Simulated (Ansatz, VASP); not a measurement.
Ta: VASP beside Ansatz

```
Ta
1.0
    -1.67301    1.67301    1.67301
     1.67301   -1.67301    1.67301
     1.67301    1.67301   -1.67301
Ta
1
Direct
  0.00000 0.00000 0.00000
```

Change from the starting cell: volume scaled by 1.04.

Alike in both runs: task single point; functional PBE; k mesh 17 × 17 × 17; occupations fermi-dirac, width 0.08 eV; no spin polarisation.

|  | VASP | Ansatz |
| --- | --- | --- |
| version | VASP 6.6.1 | Ansatz 0.2.0 |
| potentials or method | VASP PAW PBE potentials, release 64 (Ta_pv), cutoff 520 eV | all-electron LAPW, scalar-relativistic |

|  | VASP | Ansatz | Ansatz less VASP |
| --- | --- | --- | --- |
| pressure (GPa) | -4.4 | -4.4 | -0.06 |

Ansatz ran all-electron here, and VASP with PAW potentials.

Spin-orbit coupling is off throughout.
